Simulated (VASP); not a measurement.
# WS2 (R3m) in VASP: a series of runs, part 3 of 4

VASP 6.6.1.

**5. Electric field gradients, PBEsol (zz strain of +1 %)**

The input, INCAR:

```
  PREC = Accurate
  ENCUT = 520
  EDIFF = 1E-8
  ISMEAR = -1
  SIGMA = 0.03
  LREAL = False
  LASPH = True
  NELM = 80
  ALGO = Normal
  ISIF = 2
  LWAVE = False
  LCHARG = False
  GGA = PS
  LEFG = True
  NBANDS = 20
```

The input, KPOINTS:

```
regular mesh
0
Gamma
  15 15 15
```

The input, POSCAR:

```
WS2
1.0
    1.5790003843      0.9116362969      6.2249633000
   -1.5790003843      0.9116362969      6.2249633000
    0.0000000000     -1.8232725938      6.2249633000
W S
1 2
Direct
    0.0000000000      0.0000000000      0.0000000000
    0.7503000000      0.7503000000      0.7503000000
    0.5810000000      0.5810000000      0.5810000000
```

Potentials or basis: VASP PAW PBE potentials, release 64 (W_sv, S).

Command:

```console
cat potpaw_PBE.64/W_sv/POTCAR potpaw_PBE.64/S/POTCAR > POTCAR
mpirun -np 1 vasp_std > vasp.out
```

OUTCAR:

```text
PREC = Accurate
   ENCUT = 520
   EDIFF = 1E-8
   ISMEAR = -1
   LREAL = False
   LASPH = True
   NELM = 80
   ISIF = 2
   GGA = PS

 ion  position               nearest neighbor table
   1  0.000  0.000  0.000-   2 2.40   2 2.40   2 2.40   3 2.43   3 2.43   3 2.43
   2  0.750  0.750  0.750-   1 2.40   1 2.40   1 2.40
   3  0.581  0.581  0.581-   1 2.43   1 2.43   1 2.43

  LATTYP: Found a trigonal (rhomboedric) cell.
 ALAT       =     6.4864852607
 COS(alpha) =     0.8814843792

  Lattice vectors:

 A1 = (   1.5790003843,   0.9116362969,   6.2249633000)
 A2 = (  -1.5790003843,   0.9116362969,   6.2249633000)
 A3 = (   0.0000000000,  -1.8232725938,   6.2249633000)

Analysis of symmetry for initial positions (statically):
=====================================================================
 Subroutine PRICEL returns:
 Original cell was already a primitive cell.

 Routine SETGRP: Setting up the symmetry group for a
 trigonal (rhombohedral) supercell.

 Subroutine GETGRP returns: Found  6 space group operations
 (whereof  6 operations were pure point group operations)
 out of a pool of 12 trial point group operations.

The static configuration has the point symmetry C_3v.

Analysis of symmetry for dynamics (positions and initial velocities):
=====================================================================
 Subroutine PRICEL returns:
 Original cell was already a primitive cell.

 Routine SETGRP: Setting up the symmetry group for a
 trigonal (rhombohedral) supercell.

 Subroutine GETGRP returns: Found  6 space group operations
 (whereof  6 operations were pure point group operations)
 out of a pool of 12 trial point group operations.

The dynamic configuration has the point symmetry C_3v.

 Subroutine INISYM returns: Found  6 space group operations
 (whereof  6 operations are pure point group operations),
 and found     1 'primitive' translations

----------------------------------------------------------------------------------------

                                     Primitive cell

  volume of cell :      53.7640

  direct lattice vectors                    reciprocal lattice vectors
     1.579000384  0.911636297  6.224963300     0.316656034  0.182821447  0.053547839
    -1.579000384  0.911636297  6.224963300    -0.316656034  0.182821447  0.053547839
     0.000000000 -1.823272594  6.224963300     0.000000000 -0.365642893  0.053547839

  length of vectors
     6.486485261  6.486485261  6.486485261     0.369543092  0.369543092  0.369543092

  position of ions in fractional coordinates (direct lattice)
     0.000000000  0.000000000  0.000000000
     0.750300000  0.750300000  0.750300000
     0.581000000  0.581000000  0.581000000

  ion indices of the primitive-cell ions
   primitive index   ion index
                 1           1
                 2           2
                 3           3

[... 79 lines left out ...]
   POTIM  = 0.5000    time-step for ionic-motion
   TEBEG  =    0.0;   TEEND  =   0.0 temperature during run
   PSTRESS=    0.0 pullay stress
   NELECT =      26.0000    total number of electrons
   NUPDOWN=      -1.0000    fix difference up-down
   EMIN   =  10.00;   EMAX   =-10.00  energy-range for DOS
   EFERMI =   0.00;   METHOD = LEGACY
   ISMEAR =    -1;   SIGMA  =   0.03  broadening in eV -4-tet -1-fermi 0-gaus
   EFERMI_NEDOS =   21; number of points for ismear=-14 and -15
   IALGO  =     38    algorithm
   IMIX   =      4    mixing-type and parameters
     AMIX     =   0.40;   BMIX     =  1.00
     AMIX_MAG =   1.60;   BMIX_MAG =  1.00
  volume/ion in A,a.u.               =      17.92       120.94
  Fermi-wavevector in a.u.,A,eV,Ry     =   1.284997  2.428291 22.466162  1.651216
  Thomas-Fermi vector in A             =   2.417157
   LORBIT       =      0    0 simple, 1 ext, 2 COOP (PROOUT), +10 PAW based schemes
   GGA     = PS    functional components
   LHFCALC =     F    Hartree Fock is set to
   AEXX    =    0.0000 exact exchange contribution
   IVDW    =     0    specifies the selected vdW correction
   LEPSILON=     F    determine dielectric tensor
   LRPA    =     F    only Hartree local field effects (RPA)
 non-spin polarized calculation
  energy-cutoff  :      520.00
  volume of cell :       53.76
 maximum number of plane-waves:      1468
   NGX = 25   NGY = 25   NGZ = 25

 number of electron      26.0000002 magnetization

 Free energy of the ion-electron system (eV)
  ---------------------------------------------------
  ext. energy  EPLUGINS =         0.00000000
  ---------------------------------------------------
  free energy    TOTEN  =       -25.25919509 eV

  energy without entropy =      -25.25919509  energy(sigma->0) =      -25.25919509

 E-fermi :   7.6759     XC(G=0): -11.0642

 val. band max:        7.1888149866   @ k =   0.4667   0.4667   0.4667
 cond. band min:       8.2608258455   @ k =  -0.2000   0.1333  -0.0000
 fundamental gap:      1.0720108589
 Fermi energy:         7.6759186230

 k-point     1 :       0.0000    0.0000    0.0000
  band No.  band energies     occupation
      1     -67.3284      2.00000
      2     -31.5904      2.00000
      3     -31.4041      2.00000
      4     -31.4041      2.00000
      5      -8.3067      2.00000
      6      -6.3725      2.00000
[... 541 lines left out ...]
     19      15.7237      0.00000
     20      16.2112      0.00000

 [... further k-points ...]

------------------------ aborting loop because EDIFF is reached ----------------------------------------

  FORCE on cell =-STRESS in cart. coord.  units (eV):
  Direction    XX          YY          ZZ          XY          YZ          ZX
  --------------------------------------------------------------------------------------
  -------------------------------------------------------------------------------------
  Total       -0.6525340     -0.6525340     -0.9450179      0.0000000      0.0000000      0.0000000
  in kB      -19.4456228    -19.4456228    -28.1616913      0.0000000      0.0000000      0.0000000
  external PRESSURE =     -22.3509789 kB  Pullay stress =       0.0000000 kB

 VOLUME and BASIS-vectors are now :
 -----------------------------------------------------------------------------
  energy-cutoff  :      520.00
  volume of cell :       53.76
      direct lattice vectors                 reciprocal lattice vectors
     1.579000384  0.911636297  6.224963300     0.316656034  0.182821447  0.053547839
    -1.579000384  0.911636297  6.224963300    -0.316656034  0.182821447  0.053547839
     0.000000000 -1.823272594  6.224963300     0.000000000 -0.365642893  0.053547839

 POSITION                                       TOTAL-FORCE (eV/Angst)
 -----------------------------------------------------------------------------------
      0.00000      0.00000      0.00000         0.000000     -0.000000     -0.587409
      0.00000      0.00000     14.01177         0.000000      0.000000     -0.055012
      0.00000      0.00000     10.85011         0.000000     -0.000000      0.642421
 -----------------------------------------------------------------------------------
    total drift:                                0.000000      0.000000     -0.000003

  FREE ENERGIE OF THE ION-ELECTRON SYSTEM (eV)
  ---------------------------------------------------
  free  energy   TOTEN  =       -25.2591950861 eV

  energy  without entropy=      -25.2591950859  energy(sigma->0) =      -25.25919509

 Electric field gradients (V/A^2)
---------------------------------------------------------------------
 ion       V_xx      V_yy      V_zz      V_xy      V_xz      V_yz
---------------------------------------------------------------------
   1      73.501    73.501  -147.002     0.000     0.000    -0.000
   2      23.012    23.012   -46.024    -0.000     0.000    -0.000
   3      19.145    19.145   -38.290    -0.000    -0.000     0.000
---------------------------------------------------------------------

 Electric field gradients after diagonalization (V/A^2)
 (convention: |V_zz| > |V_xx| > |V_yy|)
----------------------------------------------------------------------
 ion       V_xx      V_yy      V_zz     asymmetry (V_yy - V_xx)/ V_zz
----------------------------------------------------------------------
   1      73.501    73.501  -147.002       0.000
   2      23.012    23.012   -46.024       0.000
   3      19.145    19.145   -38.290       0.000
----------------------------------------------------------------------

           NMR quadrupolar parameters

 Cq : quadrupolar parameter    Cq=e*Q*V_zz/h
 eta: asymmetry parameters     (V_yy - V_xx)/ V_zz
 Q  : nuclear electric quadrupole moment in mb (millibarn)
----------------------------------------------------------------------
 ion       Cq(MHz)       eta       Q (mb)
----------------------------------------------------------------------
   1      -0.355       0.000       1.000
   2      -0.111       0.000       1.000
   3      -0.093       0.000       1.000
----------------------------------------------------------------------
```

stdout:

```text
POSCAR found type information on POSCAR W S
 POSCAR found :  2 types and       3 ions
 scaLAPACK will be used
 -----------------------------------------------------------------------------
|                                                                             |
|                                                                             |
|     You enforced a specific xc type in the INCAR file but a different       |
|     I HOPE YOU KNOW WHAT YOU ARE DOING!                                     |
|                                                                             |
 -----------------------------------------------------------------------------

 LDA part: xc-table for (Slater+PW92), standard interpolation
 POSCAR, INCAR and KPOINTS ok, starting setup
 FFT: planning ... GRIDC
 FFT: planning ... GRID_SOFT
 FFT: planning ... GRID
 WAVECAR not read
 entering main loop
ion   1

ion   2

ion   3
```

Run time: 19 min. Hardware: 1 thread of AMD EPYC 7R13 (Zen 3), shared host; peak memory 0.52 GiB.

Results:

| Item | Value |
| --- | --- |
| Free energy | -25.2592 eV |
| Pressure | -2.2 GPa |
| Largest force | 0.642 eV/Å |
| Band gap on the k mesh | 1.07 eV (least direct gap 1.93 eV) |
| Largest electric field gradient by atom | W -147.0; S -46.0, -38.3 V/Å² |

Forces on the atoms (eV/Å):
```
W    0.000  0.000 -0.587
S    0.000  0.000 -0.055
S    0.000  0.000  0.642
```

Levels at points of the mesh, in eV from the valence-band top:
| k point | band 9 | band 10 | band 11 | band 12 | band 13 | band 14 | band 15 | band 16 | band 17 | band 18 |
| --- | --- | --- | --- | --- | --- | --- | --- | --- | --- | --- |
| (0.00, 0.00, 0.00) | -3.35 | -2.12 | -2.12 | -1.56 | -1.19 | 2.28 | 2.28 | 2.60 | 2.60 | 4.74 |

Electric field gradients, principal values (V/Å²):
```csv
atom,least,middle,greatest (by size)
1 W,73.501,73.501,-147.002
2 S,23.012,23.012,-46.024
3 S,19.145,19.145,-38.290
```

Caveat: the cell differs from its parent crystal (zz strain of +1 %); without QUAD_EFG the Cq values of the log hold for a quadrupole moment of 1 mb, not for the nuclei; the PAW data sets were made with another functional, which shifts forces and pressure a little; spin-orbit coupling is left out, which moves the levels of the heavy elements; an odd mesh through Γ misses points on the zone boundary, where band edges can lie.

[end of part 3 of 4]
